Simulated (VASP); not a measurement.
# HfC (R-3m) in VASP: further runs

HfC is run at these levels: PBEsol; tasks: single point.

All numbers are computed with VASP 6.6.1; they aren't measurements. Logs are shortened: lines on timing, memory, paths and dates and some standing lists are left out, and cuts for length are marked.

## Step 1: The cell of the first run

The structure is trigonal, space group R-3m (No. 166). Conventional cell: a = 2.610 Å, b = 2.610 Å, c = 12.785 Å, α = 90.00°, β = 90.00°, γ = 120.00°. Hf (site symmetry -3m) has 6 Hf at 2.61 Å and 6 C at 2.61 Å within 3.4 Å. C (site symmetry -3m) has 6 C at 2.61 Å and 6 Hf at 2.61 Å within 3.4 Å.

## Step 2: Single point, PBEsol

INCAR reads:

```
PREC = Accurate
ENCUT = 520
EDIFF = 1E-6
ISMEAR = 0
SIGMA = 0.15
LREAL = False
LASPH = True
NELM = 60
ALGO = Normal
ISIF = 2
LWAVE = False
LCHARG = True
GGA = PS
LELF = True
LVHAR = True
NBANDS = 14
```

KPOINTS reads:

```
Automatic mesh
0
Gamma
  20 20 20
```

POSCAR reads:

```
HfC
1.0
    1.2302358153      3.0755895382      3.0755895382
    3.0755895382      1.2302358153      3.0755895382
    3.0755895382      3.0755895382      1.2302358153
Hf C
1 1
Direct
    0.5000000000      0.5000000000      0.5000000000
    0.0000000000      0.0000000000      0.0000000000
```

Potentials or basis: VASP PAW PBE potentials, release 64 (Hf_pv, C).

Run with:

```
$ cat potpaw_PBE.64/Hf_pv/POTCAR potpaw_PBE.64/C/POTCAR > POTCAR
$ mpirun -np 1 vasp_std > vasp.out
```

OUTCAR:

```text
PREC = Accurate
   ENCUT = 520
   EDIFF = 1E-6
   ISMEAR = 0
   LREAL = False
   LASPH = True
   NELM = 60
   ISIF = 2
   GGA = PS

 ion  position               nearest neighbor table
   1  0.500  0.500  0.500-   2 2.61   2 2.61   2 2.61   2 2.61   2 2.61   2 2.61
   2  0.000  0.000  0.000-   1 2.61   1 2.61   1 2.61   1 2.61   1 2.61   1 2.61

  LATTYP: Found a trigonal (rhomboedric) cell.
 ALAT       =     4.5201750161
 COS(alpha) =     0.8333333333

  Lattice vectors:

 A1 = (   1.2302358153,   3.0755895382,   3.0755895382)
 A2 = (   3.0755895382,   1.2302358153,   3.0755895382)
 A3 = (   3.0755895382,   3.0755895382,   1.2302358153)

Analysis of symmetry for initial positions (statically):
=====================================================================
 Subroutine PRICEL returns:
 Original cell was already a primitive cell.

 Routine SETGRP: Setting up the symmetry group for a
 trigonal (rhombohedral) supercell.

 Subroutine GETGRP returns: Found 12 space group operations
 (whereof 12 operations were pure point group operations)
 out of a pool of 12 trial point group operations.

The static configuration has the point symmetry D_3d.

Analysis of symmetry for dynamics (positions and initial velocities):
=====================================================================
 Subroutine PRICEL returns:
 Original cell was already a primitive cell.

 Routine SETGRP: Setting up the symmetry group for a
 trigonal (rhombohedral) supercell.

 Subroutine GETGRP returns: Found 12 space group operations
 (whereof 12 operations were pure point group operations)
 out of a pool of 12 trial point group operations.

The dynamic configuration has the point symmetry D_3d.

 Subroutine INISYM returns: Found 12 space group operations
 (whereof 12 operations are pure point group operations),
 and found     1 'primitive' translations

----------------------------------------------------------------------------------------

                                     Primitive cell

  volume of cell :      25.1362

  direct lattice vectors                    reciprocal lattice vectors
     1.230235815  3.075589538  3.075589538    -0.316109224  0.225792303  0.225792303
     3.075589538  1.230235815  3.075589538     0.225792303 -0.316109224  0.225792303
     3.075589538  3.075589538  1.230235815     0.225792303  0.225792303 -0.316109224

  length of vectors
     4.520175016  4.520175016  4.520175016     0.449321009  0.449321009  0.449321009

  position of ions in fractional coordinates (direct lattice)
     0.500000000  0.500000000  0.500000000
[... 85 lines left out ...]
   ISYM   =      2    0-nonsym 1-usesym 2-fastsym
   POTIM  = 0.5000    time-step for ionic-motion
   TEBEG  =    0.0;   TEEND  =   0.0 temperature during run
   PSTRESS=    0.0 pullay stress
   NELECT =      14.0000    total number of electrons
   NUPDOWN=      -1.0000    fix difference up-down
   EMIN   =  10.00;   EMAX   =-10.00  energy-range for DOS
   EFERMI =   0.00;   METHOD = LEGACY
   ISMEAR =     0;   SIGMA  =   0.15  broadening in eV -4-tet -1-fermi 0-gaus
   EFERMI_NEDOS =   21; number of points for ismear=-14 and -15
   IALGO  =     38    algorithm
   IMIX   =      4    mixing-type and parameters
     AMIX     =   0.40;   BMIX     =  1.00
     AMIX_MAG =   1.60;   BMIX_MAG =  1.00
  volume/ion in A,a.u.               =      12.57        84.81
  Fermi-wavevector in a.u.,A,eV,Ry     =   1.346949  2.545365 24.684672  1.814272
  Thomas-Fermi vector in A             =   2.474740
   LORBIT       =      0    0 simple, 1 ext, 2 COOP (PROOUT), +10 PAW based schemes
   GGA     = PS    functional components
   LHFCALC =     F    Hartree Fock is set to
   AEXX    =    0.0000 exact exchange contribution
   IVDW    =     0    specifies the selected vdW correction
   LEPSILON=     F    determine dielectric tensor
   LRPA    =     F    only Hartree local field effects (RPA)
 non-spin polarized calculation
 Gauss-broadening in eV      SIGMA  =   0.15
  energy-cutoff  :      520.00
  volume of cell :       25.14
 maximum number of plane-waves:       690
 NGX is ok and might be reduce to    36

 number of electron      13.9999999 magnetization

 Free energy of the ion-electron system (eV)
  ---------------------------------------------------
  ext. energy  EPLUGINS =         0.00000000
  ---------------------------------------------------
  free energy    TOTEN  =       -16.61887826 eV

  energy without entropy =      -16.60750073  energy(sigma->0) =      -16.61318950

 E-fermi :   6.3335     XC(G=0): -12.4773

 val. band max:        6.3332484700   @ k =  -0.2500   0.4500   0.2500
 cond. band min:       6.3339319700   @ k =   0.4500   0.2000   0.0000
 fundamental gap:      0.0006834999
 Fermi energy:         6.3335339569

 k-point     1 :       0.0000    0.0000    0.0000
  band No.  band energies     occupation
      1     -24.2328      2.00000
      2     -22.5314      2.00000
      3     -22.5314      2.00000
      4      -6.8095      2.00000
      5       1.5326      2.00000
      6       3.2296      2.00000
      7       8.0873      0.00000
      8       8.0873      0.00000
      9      10.1166      0.00000
     10      10.1166      0.00000
     11      12.3886      0.00000
     12      13.4837      0.00000
     13      13.4837      0.00000
     14      18.9055      0.00000
[... 377 lines left out ...]
      1     -25.3839      2.00000
      2     -23.7041      2.00000
      3     -23.2351      2.00000
      4      -3.3701      2.00000
      5       1.4904      2.00000
      6       2.1220      2.00000
      7       4.1847      2.00000
      8       7.4825      0.00000
      9      10.8389      0.00000
     10      11.8439      0.00000
     11      13.2405      0.00000
     12      14.2634      0.00000
     13      15.5360      0.00000
     14      17.5311      0.00000

 [... further k-points ...]
[... 5 lines left out ...]
  --------------------------------------------------------------------------------------
  -------------------------------------------------------------------------------------
  Total        1.3828769      1.3828769      1.3828769     -5.4849505     -5.4849505     -5.4849505
  in kB       88.1445008     88.1445008     88.1445008   -349.6104697   -349.6104697   -349.6104697
  external PRESSURE =      88.1445008 kB  Pullay stress =       0.0000000 kB

 VOLUME and BASIS-vectors are now :
 -----------------------------------------------------------------------------
  energy-cutoff  :      520.00
  volume of cell :       25.14
      direct lattice vectors                 reciprocal lattice vectors
     1.230235815  3.075589538  3.075589538    -0.316109224  0.225792303  0.225792303
     3.075589538  1.230235815  3.075589538     0.225792303 -0.316109224  0.225792303
     3.075589538  3.075589538  1.230235815     0.225792303  0.225792303 -0.316109224

 POSITION                                       TOTAL-FORCE (eV/Angst)
 -----------------------------------------------------------------------------------
      3.69071      3.69071      3.69071        -0.000000     -0.000000     -0.000000
      0.00000      0.00000      0.00000         0.000000      0.000000      0.000000
 -----------------------------------------------------------------------------------
    total drift:                                0.000000      0.000000      0.000000

  FREE ENERGIE OF THE ION-ELECTRON SYSTEM (eV)
  ---------------------------------------------------
  free  energy   TOTEN  =       -16.6188782616 eV

  energy  without entropy=      -16.6075007330  energy(sigma->0) =      -16.61318950
```

stdout:

```text
POSCAR found type information on POSCAR HfC
 POSCAR found :  2 types and       2 ions
 scaLAPACK will be used
 -----------------------------------------------------------------------------
|                                                                             |
|                                                                             |
|     You enforced a specific xc type in the INCAR file but a different       |
|     I HOPE YOU KNOW WHAT YOU ARE DOING!                                     |
|                                                                             |
 -----------------------------------------------------------------------------

 LDA part: xc-table for (Slater+PW92), standard interpolation
 POSCAR, INCAR and KPOINTS ok, starting setup
 FFT: planning ... GRIDC
 FFT: planning ... GRID_SOFT
 FFT: planning ... GRID
 WAVECAR not read
 entering main loop
```

It took 7.1 min on 1 thread of Intel Xeon Platinum 8259CL at 2.50GHz (Skylake/Cascade Lake), shared host; peak memory 0.44 GiB.

What came out:

```yaml
Free_energy: -16.6189 eV
Pressure: 8.8 GPa
Band_gap_on_the_k_mesh: zero (bands 7 and 8 overlap by 2.71 eV)
```

Caveat: the cell stands under pressure; the PAW data sets were made with another functional, which shifts forces and pressure a little; spin-orbit coupling is left out, which moves the levels of the heavy elements.

## Step 3: Single point, PBEsol

This run uses another cell than the first one, of the same volume but with other edges.

INCAR reads:

```
PREC = Accurate ; ENCUT = 520
EDIFF = 1E-7 ; ISMEAR = 0
SIGMA = 0.15 ; LREAL = F
LASPH = T ; NELM = 80
ALGO = Normal ; ISIF = 2
LWAVE = F ; LCHARG = F
GGA = PS ; NBANDS = 14
```

KPOINTS is that of step 2.

POSCAR reads:

```
HfC
1.0
   -0.5038604225      2.1023141766      2.1023141766
    2.1023141766     -0.5038604225      2.1023141766
    2.1023141766      2.1023141766     -0.5038604225
Hf C
1 1
Direct
    0.5000000000      0.5000000000      0.5000000000
    0.0000000000      0.0000000000      0.0000000000
```

Potentials or basis: VASP PAW PBE potentials, release 64 (Hf_pv, C).

Run with:

```
$ cat potpaw_PBE.64/Hf_pv/POTCAR potpaw_PBE.64/C/POTCAR > POTCAR
$ mpirun -np 1 vasp_std > vasp.out
```

Run time: 2 min. Hardware: 1 thread of Intel Xeon Platinum 8259CL at 2.50GHz (Skylake/Cascade Lake), shared host; peak memory 0.38 GiB.

Results (log left out):

* Free energy: -20.8571 eV
* Pressure: -8.9 GPa
* Band gap on the k mesh: zero (bands 7 and 8 overlap by 0.78 eV)

Stress tensor (GPa, compression positive):
```
-8.88 16.73 16.73
16.73 -8.88 16.73
16.73 16.73 -8.88
```

Levels at points of the mesh, in eV from the Fermi level:
```tsv
k point	band 5	band 6	band 7	band 8	band 9	band 10
(0.00, 0.00, 0.00)	-1.06	-1.06	0.42	0.42	1.33	3.09
(0.50, 0.00, 0.00)	-6.75	-3.47	-0.72	1.66	2.91	7.63
(0.50, 0.50, 0.00)	-3.18	-2.07	-1.69	0.90	3.61	3.81
(0.50, 0.50, 0.50)	-6.12	-4.93	-4.93	5.44	6.25	7.17
```

Caveat: the cell stands under tension; the PAW data sets were made with another functional, which shifts forces and pressure a little; spin-orbit coupling is left out, which moves the levels of the heavy elements.
